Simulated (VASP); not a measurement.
# Mo (Im-3m) in VASP: further runs, part 2 of 2

VASP 6.6.1. The steps go on from the part before.

## Step 6: Single point, PBE

This run uses another cell than the first one, of 16.75 Å³/atom, 1.103 times its volume.

Contents of INCAR:

```
PREC = Accurate ; ENCUT = 500
EDIFF = 1E-6 ; ISMEAR = 1
SIGMA = 0.01 ; LREAL = False
LASPH = True ; NELM = 120
ALGO = Normal ; ISIF = 2
LWAVE = False ; LCHARG = True
GGA = PE ; LELF = True
LVHAR = True ; NBANDS = 13
GGA_COMPAT = False
```

Contents of KPOINTS:

```
regular mesh
0
Gamma
  10 10 10
```

Contents of POSCAR:

```
Mo
1.0
   -1.6118060227      1.6118060227      1.6118060227
    1.6118060227     -1.6118060227      1.6118060227
    1.6118060227      1.6118060227     -1.6118060227
Mo
1
Direct
    0.0000000000      0.0000000000      0.0000000000
```

Potentials or basis: VASP PAW PBE potentials, release 64 (Mo_sv).

Launch:

```console
$ cat potpaw_PBE.64/Mo_sv/POTCAR > POTCAR
$ mpirun -np 1 vasp_std > vasp.out
```

Run time: 9.9 s. Hardware: 1 thread of AMD EPYC 7R13, shared host; peak memory 0.1 GiB.

Results (log left out):

* Free energy: -10.8750 eV
* Pressure: -13.8 GPa
* Band gap on the k mesh: zero (band 7 reaches 15.14 eV, above the bottom of band 8 at 10.30 eV)

Levels at points of the mesh, in eV from the Fermi level:
```
           k point  band 5  band 6  band 7  band 8  band 9  band 10
(0.00, 0.00, 0.00)   -7.11   -1.33   -1.33   -1.33    1.45     1.45
(0.50, 0.00, 0.00)   -5.02   -3.18    1.28    1.44    2.02     4.20
(0.50, 0.50, 0.50)   -5.03   -5.03    3.52    3.52    3.52     8.44
```

## Step 7: Single point, PBE

This run uses another cell than the first one, of 17.14 Å³/atom, 1.128 times its volume.

Contents of INCAR:

```
SYSTEM = Mo
ALGO     = Normal         ! electronic algorithm
EDIFF    = 1E-6           ! SCF threshold, eV
ENCUT    = 500            ! plane-wave cutoff, eV
GGA      = PE             ! functional
GGA_COMPAT= .FALSE.      
ISIF     = 2              ! what is computed and relaxed
ISMEAR   = 1              ! smearing method
LASPH    = .TRUE.         ! aspherical terms in the spheres
LCHARG   = .TRUE.         ! write CHGCAR
LELF     = .TRUE.         ! ELF
LREAL    = .FALSE.        ! projectors in reciprocal space
LVHAR    = .TRUE.       
LWAVE    = .FALSE.        ! write WAVECAR
NBANDS   = 13             ! bands
NELM     = 120            ! most SCF steps
PREC     = Accurate       ! precision mode
SIGMA    = 0.01           ! smearing width, eV
```

Contents of KPOINTS:

```
k-points
0
G
  10 10 10
  0 0 0
```

Contents of POSCAR:

```
Mo
1.0
   -1.6242050179      1.6242050179      1.6242050179
    1.6242050179     -1.6242050179      1.6242050179
    1.6242050179      1.6242050179     -1.6242050179
Mo
1
Direct
    0.0000000000      0.0000000000      0.0000000000
```

Potentials or basis: VASP PAW PBE potentials, release 64 (Mo_sv).

Launch:

```console
$ cat potpaw_PBE.64/Mo_sv/POTCAR > POTCAR
$ mpirun -np 1 vasp_std > vasp.out
```

OUTCAR:

```text
SYSTEM = Mo
   EDIFF = 1E-6
   ENCUT = 500
   GGA = PE
   ISIF = 2
   ISMEAR = 1
   LASPH = .TRUE.
   LREAL = .FALSE.
   NELM = 120
   PREC = Accurate

 ion  position               nearest neighbor table
   1  0.000  0.000  0.000-

  LATTYP: Found a body centered cubic cell.
 ALAT       =     3.2484100358

  Lattice vectors:

 A1 = (  -1.6242050179,   1.6242050179,   1.6242050179)
 A2 = (   1.6242050179,  -1.6242050179,   1.6242050179)
 A3 = (   1.6242050179,   1.6242050179,  -1.6242050179)

Analysis of symmetry for initial positions (statically):
=====================================================================
 Subroutine PRICEL returns:
 Original cell was already a primitive cell.

 Routine SETGRP: Setting up the symmetry group for a
 body centered cubic supercell.

 Subroutine GETGRP returns: Found 48 space group operations
 (whereof 48 operations were pure point group operations)
 out of a pool of 48 trial point group operations.

The static configuration has the point symmetry O_h .

Analysis of symmetry for dynamics (positions and initial velocities):
=====================================================================
 Subroutine PRICEL returns:
 Original cell was already a primitive cell.

 Routine SETGRP: Setting up the symmetry group for a
 body centered cubic supercell.

 Subroutine GETGRP returns: Found 48 space group operations
 (whereof 48 operations were pure point group operations)
 out of a pool of 48 trial point group operations.

The dynamic configuration has the point symmetry O_h .

 Subroutine INISYM returns: Found 48 space group operations
 (whereof 48 operations are pure point group operations),
 and found     1 'primitive' translations

----------------------------------------------------------------------------------------

                                     Primitive cell

  volume of cell :      17.1389

[... 107 lines left out ...]
  volume/ion in A,a.u.               =      17.14       115.66
  Fermi-wavevector in a.u.,A,eV,Ry     =   1.530347  2.891937 31.864339  2.341963
  Thomas-Fermi vector in A             =   2.637843
   LORBIT       =      0    0 simple, 1 ext, 2 COOP (PROOUT), +10 PAW based schemes
   GGA     = PE    functional components
   LHFCALC =     F    Hartree Fock is set to
   AEXX    =    0.0000 exact exchange contribution
   IVDW    =     0    specifies the selected vdW correction
   LEPSILON=     F    determine dielectric tensor
   LRPA    =     F    only Hartree local field effects (RPA)
 non-spin polarized calculation
 Methfessel and Paxton  Order N= 1 SIGMA  =   0.01
  energy-cutoff  :      500.00
  volume of cell :       17.14
 maximum number of plane-waves:       466
 NGX is ok and might be reduce to    24
   NGX = 11   NGY = 11   NGZ = 11

 number of electron      13.9999999 magnetization

 Free energy of the ion-electron system (eV)
  ---------------------------------------------------
  ext. energy  EPLUGINS =         0.00000000
  ---------------------------------------------------
  free energy    TOTEN  =       -10.83695631 eV

  energy without entropy =      -10.83670446  energy(sigma->0) =      -10.83687236

 E-fermi :  11.2521     XC(G=0): -12.8774

 val. band max:       11.2499589155   @ k =  -0.2000   0.2000   0.1000
 cond. band min:      11.2523697476   @ k =   0.4000   0.1000   0.0000
 fundamental gap:      0.0024108321
 Fermi energy:        11.2520925284

 k-point     1 :       0.0000    0.0000    0.0000
  band No.  band energies     occupation
      1     -50.1121      2.00000
      2     -23.5621      2.00000
      3     -23.5621      2.00000
      4     -23.5621      2.00000
      5       4.2562      2.00000
      6       9.9694      2.00000
      7       9.9694      2.00000
      8       9.9694      2.00000
      9      12.6677      0.00000
     10      12.6677      0.00000
     11      25.8397      0.00000
     12      25.8397      0.00000
     13      25.8397      0.00000
[... 354 lines left out ...]
  band No.  band energies     occupation
      1     -49.9801      2.00000
      2     -24.2429      2.00000
      3     -23.8221      2.00000
      4     -23.6438      2.00000
      5       6.8028      2.00000
      6       9.0806      2.00000
      7       9.6507      2.00000
      8      11.6601      0.00000
      9      12.8033      0.00000
     10      13.4975      0.00000
     11      24.7669      0.00000
     12      26.0315      0.00000
     13      29.8985      0.00000

 [... further k-points ...]
[... 5 lines left out ...]
  --------------------------------------------------------------------------------------
  -------------------------------------------------------------------------------------
  Total       -1.8845601     -1.8845601     -1.8845601      0.0000000     -0.0000000      0.0000000
  in kB     -176.1724721   -176.1724721   -176.1724721      0.0000000     -0.0000000      0.0000000
  external PRESSURE =    -176.1724721 kB  Pullay stress =       0.0000000 kB

 VOLUME and BASIS-vectors are now :
 -----------------------------------------------------------------------------
  energy-cutoff  :      500.00
  volume of cell :       17.14
      direct lattice vectors                 reciprocal lattice vectors
    -1.624205018  1.624205018  1.624205018     0.000000000  0.307842911  0.307842911
     1.624205018 -1.624205018  1.624205018     0.307842911  0.000000000  0.307842911
     1.624205018  1.624205018 -1.624205018     0.307842911  0.307842911  0.000000000

 POSITION                                       TOTAL-FORCE (eV/Angst)
 -----------------------------------------------------------------------------------
      0.00000      0.00000      0.00000        -0.000000     -0.000000     -0.000000
 -----------------------------------------------------------------------------------
    total drift:                               -0.000000      0.000000      0.000000

  FREE ENERGIE OF THE ION-ELECTRON SYSTEM (eV)
  ---------------------------------------------------
  free  energy   TOTEN  =       -10.8369563078 eV

  energy  without entropy=      -10.8367044608  energy(sigma->0) =      -10.83687236
```

stdout:

```text
POSCAR found type information on POSCAR Mo
 POSCAR found :  1 types and       1 ions
 scaLAPACK will be used
 LDA part: xc-table for (Slater+PW92), standard interpolation
 POSCAR, INCAR and KPOINTS ok, starting setup
 FFT: planning ... GRIDC
 FFT: planning ... GRID_SOFT
 FFT: planning ... GRID
 WAVECAR not read
 entering main loop
```

Run time: 14 s. Hardware: 1 thread of AMD EPYC 7R13, shared host; peak memory 0.11 GiB.

What came out:

```yaml
Free_energy: -10.8370 eV
Pressure: -17.6 GPa
Band_gap_on_the_k_mesh: zero (band 7 reaches 14.65 eV, above the bottom of band 8 at 9.97 eV)
```

Levels at points of the mesh, in eV from the Fermi level:
| k point | band 5 | band 6 | band 7 | band 8 | band 9 | band 10 |
| --- | --- | --- | --- | --- | --- | --- |
| (0.00, 0.00, 0.00) | -7.00 | -1.28 | -1.28 | -1.28 | 1.42 | 1.42 |
| (0.50, 0.00, 0.00) | -4.88 | -3.07 | 1.24 | 1.40 | 1.96 | 4.05 |
| (0.50, 0.50, 0.50) | -4.85 | -4.85 | 3.40 | 3.40 | 3.40 | 8.30 |

## Step 8: The runs side by side

| cell | gap on the mesh (eV) | pressure (GPa) |
| --- | --- | --- |
| a = 2.702 Å, angles 109.5°, 1 atom | none | 10.8 |
| a = 2.725 Å, angles 109.5°, 1 atom | none | 3.4 |
| a = 2.748 Å, angles 109.5°, 1 atom | none | -3.1 |
| a = 2.770 Å, angles 109.5°, 1 atom | none | -8.7 |
| a = 2.792 Å, angles 109.5°, 1 atom | none | -13.8 |
| a = 2.813 Å, angles 109.5°, 1 atom | none | -17.6 |

Alike in all rows: task single point; level PBE; potentials or basis VASP PAW PBE potentials, release 64 (Mo_sv); no spin polarisation; k mesh 10 × 10 × 10; cutoff (eV) 500; smearing methfessel-paxton 0.01 eV.

Total energies depend on the potentials used, so only differences within one code and one set of settings carry meaning.
